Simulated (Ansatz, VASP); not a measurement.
**Zr: VASP beside Ansatz**

The input INCAR:

```
SYSTEM = Zr
  ALGO = Fast
  EDIFF = 1E-6
  ENCUT = 520
  GGA = PS
  ISIF = 2
  ISMEAR = 0
  LASPH = .True.
  LCHARG = .False.
  LREAL = .False.
  LWAVE = .False.
  NBANDS = 19
  NELM = 100
  PREC = Accurate
  SIGMA = 0.15
```

File KPOINTS:

```
k-points
0
Gamma
  18 18 10
  0 0 0
```

Contents of POSCAR:

```
Zr
1.0
    3.2319982225      0.0000000000      0.0000000000
   -1.6159991112      2.7989925657      0.0000000000
    0.0000000000      0.0000000000      4.9925900000
Zr
2
Direct
    0.3333333333      0.6666666667      0.2500000000
    0.6666666667      0.3333333333      0.7500000000
```

Input for Ansatz:

```yaml
crystal:
  lattice:
    - [3.2319982225, 0.0, 0.0]
    - [-1.6159991112, 2.7989925657, 0.0]
    - [0.0, 0.0, 4.99259]
  atoms:
    - { symbol: Zr, position: [0.3333333333, 0.6666666667, 0.25] }
    - { symbol: Zr, position: [0.6666666667, 0.3333333333, 0.75] }
basis:
  ecutwfc: 420
kpoints:
  mp_grid: { grid: [18, 18, 10] }
hamiltonian:
  xc: pbesol
scf:
  occupations: { method: gaussian, width: 0.15 }
output:
  forces: true
  stress: true
  eigenvalues: true
```

Change from the starting cell: strain +0.000 along x and y, -0.030 along z, atoms carried along.

Alike in both runs: task single point; functional PBEsol; k mesh 18 × 18 × 10; occupations gaussian, width 0.15 eV; no spin polarisation.

|  | VASP | Ansatz |
| --- | --- | --- |
| version | VASP 6.6.1 | Ansatz 0.2.0 |
| potentials or method | VASP PAW PBE potentials, release 64 (Zr_sv), cutoff 520 eV | scalar-relativistic, plane waves, PAW |
| valence electrons in the cell | 24 | 24 |

Ansatz gave:

```
gap on the k mesh at the Fermi level (eV)                     : none
pressure (GPa)                                                : -0.3
traceless stress, the component that is largest in VASP (GPa) : 2.42
```

Task: Estimate VASP's values.

Result: gap on the k mesh at the Fermi level (eV): none; pressure (GPa): -0.2; traceless stress, the component that is largest in VASP (GPa): 2.42.

VASP's potentials were made for PBE, not for PBEsol. A gap of «none» marks a metal or a gap that the smearing closes. With one functional, cell and mesh, what is left measures potentials, basis and numerics.
